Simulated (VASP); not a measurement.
Wanted: the native input for a VASP 6.6.1 run.

```
Task                   : single point
Functional             : r2SCAN
Potentials or basis    : VASP PAW PBE potentials, release 64 (Ba_sv, Ti_sv, O)
Cutoff                 : 520 eV
k mesh                 : 6 × 6 × 6
Occupations            : gaussian, width 0.05 eV
Spin                   : no spin polarisation
Dipole correction      : no
Further INCAR settings : ALGO = Normal; EDIFF = 1e-06; NBANDS = 28
```

The system is BaTiO3.

```xyz
5
Lattice="2.8401 1.6397 2.3314 -2.8401 1.6397 2.3314 0.0000 -3.2794 2.3314" Properties=species:S:1:pos:R:3 pbc="T T T"
Ba    0.0000    0.0000   -0.1305
Ti    0.0000    0.0000    3.6108
O     0.0000   -1.6082    4.5688
O    -1.3928    0.8041    4.5688
O     1.3928    0.8041    4.5688
```

This cell differs from its parent crystal: all Ba atoms moved +0.150 Å, as atom 1 towards its neighbour atom 2 (Ti) at 3.403 Å.

The input as run:

POSCAR

```
BaTiO3
1.0
    2.8400536833      1.6397057586      2.3314328269
   -2.8400536833      1.6397057586      2.3314328269
    0.0000000000     -3.2794115171      2.3314328269
Ba Ti O
1 1 3
Direct
   -0.0186609350     -0.0186609350     -0.0186609350
    0.5162478494      0.5162478494      0.5162478494
    0.4897536543      0.4897536543      0.9801597377
    0.4897536543      0.9801597377      0.4897536543
    0.9801597377      0.4897536543      0.4897536543
```

INCAR.step1

```
SYSTEM = BaTiO3
ALGO = Normal
EDIFF = 1E-4
ENCUT = 520
GGA = PE
ISMEAR = 0
LASPH = .True.
LCHARG = .False.
LREAL = .False.
LWAVE = .True.
NBANDS = 28
NELM = 60
PREC = Accurate
SIGMA = 0.05
```

INCAR.step2

```
SYSTEM = BaTiO3
ALGO = Normal
EDIFF = 1E-6
ENCUT = 520
ISIF = 2
ISMEAR = 0
ISTART = 1
LASPH = .True.
LCHARG = .False.
LMIXTAU = .True.
LREAL = .False.
LWAVE = .False.
METAGGA = R2SCAN
NBANDS = 28
NELM = 60
PREC = Accurate
SIGMA = 0.05
```

KPOINTS

```
k-points
0
Gamma
  6 6 6
  0 0 0
```

Potentials or basis: VASP PAW PBE potentials, release 64 (Ba_sv, Ti_sv, O).

Command:

```bash
$ cat potpaw_PBE.64/Ba_sv/POTCAR potpaw_PBE.64/Ti_sv/POTCAR potpaw_PBE.64/O/POTCAR > POTCAR
$ cp INCAR.step1 INCAR
$ mpirun -np 1 vasp_std > vasp.out
$ cp INCAR.step2 INCAR
$ mpirun -np 1 vasp_std > vasp.out
```

It gave:

```yaml
Pressure: 2.2 GPa
Largest_force: 0.993 eV/Å
Band_gap_on_the_k_mesh: 2.82 eV, indirect (least direct gap 3.28 eV)
```

Caveat: the cell differs from its parent crystal (all Ba atoms moved +0.150 Å, as atom 1 towards its neighbour atom 2 (Ti) at 3.403 Å); the PAW data sets were made with another functional, which shifts forces and pressure a little; spin-orbit coupling is left out, which moves the levels of the heavy elements.

Run time: 2.9 min on 1 thread of Intel(R) Xeon(R) Platinum 8259CL CPU @ 2.50GHz (Skylake/Cascade Lake) (shared host), peak memory 0.21 GiB.
